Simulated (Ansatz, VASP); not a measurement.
**Be2C in VASP and in Ansatz**

The input INCAR:

```
SYSTEM = Be2C
  ALGO = Normal
  EDIFF = 1E-6
  ENCUT = 600
  GGA = PE
  GGA_COMPAT = .False.
  ISIF = 2
  ISMEAR = 0
  LASPH = .True.
  LCHARG = .False.
  LREAL = .False.
  LWAVE = .False.
  NBANDS = 11
  NELM = 120
  PREC = Accurate
  SIGMA = 0.1
```

File KPOINTS:

```
k-points
0
Gamma
  6 6 6
  0 0 0
```

POSCAR

```
Be2C
1.0
    0.0000000000      2.1622559729      2.1622559729
    2.1622559729      0.0000000000      2.1622559729
    2.1622559729      2.1622559729      0.0000000000
Be C
2 1
Direct
    0.7500000000      0.7500000000      0.7500000000
    0.2500000000      0.2500000000      0.2500000000
    0.0000000000      0.0000000000      0.0000000000
```

Input for Ansatz:

```yaml
crystal:
  lattice:
    - [0.0, 2.1622559729, 2.1622559729]
    - [2.1622559729, 0.0, 2.1622559729]
    - [2.1622559729, 2.1622559729, 0.0]
  atoms:
    - { symbol: Be, position: [0.75, 0.75, 0.75] }
    - { symbol: Be, position: [0.25, 0.25, 0.25] }
    - { symbol: C, position: [0.0, 0.0, 0.0] }
basis:
  ecutwfc: 420
kpoints:
  mp_grid: { grid: [6, 6, 6] }
hamiltonian:
  xc: pbe
scf:
  occupations: { method: gaussian, width: 0.1 }
output:
  forces: true
  stress: true
  eigenvalues: true
```

Alike in both runs: task single point; functional PBE; k mesh 6 × 6 × 6; occupations gaussian, width 0.1 eV; no spin polarisation.

```csv
,VASP,Ansatz
version,VASP 6.6.1,Ansatz 0.2.0
potentials or method,"VASP PAW PBE potentials, release 64 (Be, C), cutoff 600 eV","scalar-relativistic, plane waves, PAW"
valence electrons in the cell,8,8
```

|  | VASP | Ansatz | Ansatz less VASP |
| --- | --- | --- | --- |
| gap on the k mesh at the Fermi level (eV) | 1.16 | 1.17 | +0.013 |
| least direct gap on the mesh (eV) | 4.13 | 4.14 | +0.008 |
| pressure (GPa) | 0.8 | 0.5 | -0.27 |

With one functional, cell and mesh, what is left measures potentials, basis and numerics.
